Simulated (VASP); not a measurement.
A run of VASP 6.6.1 is set up as follows.

The input INCAR:

```
SYSTEM = KBr
ALGO = Normal
EDIFF = 1E-6
ENCUT = 520
ISIF = 2
ISMEAR = 0
LASPH = .TRUE.
LCHARG = .TRUE.
LELF = .TRUE.
LREAL = .FALSE.
LVHAR = .TRUE.
LWAVE = .FALSE.
NBANDS = 15
NELM = 80
PREC = Accurate
SIGMA = 0.05
```

KPOINTS

```
k-points
0
G
  6 6 6
  0 0 0
```

File POSCAR:

```
KBr
1.0
    0.0000000000      3.1937250000      3.3912750000
    3.1937250000      0.0000000000      3.3912750000
    3.1937250000      3.1937250000      0.0000000000
K Br
1 1
Direct
    0.0000000000      0.0000000000      0.0000000000
    0.5000000000      0.5000000000      0.5000000000
```

Potentials or basis: VASP PAW LDA potentials, release 64 (K_sv, Br).

Launch:

```bash
$ cat potpaw_LDA.64/K_sv/POTCAR potpaw_LDA.64/Br/POTCAR > POTCAR
$ mpirun -np 1 vasp_std > vasp.out
```

Task: Estimate the pressure.

Result: -0.9 GPa.

Task: Estimate the band gap on the k mesh.

Result: 4.12 eV, direct.

Stress tensor (GPa, compression positive):
```
-0.36  0.00  0.00
 0.00 -0.36  0.00
 0.00  0.00 -2.05
```

Caveat: the cell differs from its parent crystal (strain -0.030 along x and y, +0.030 along z).
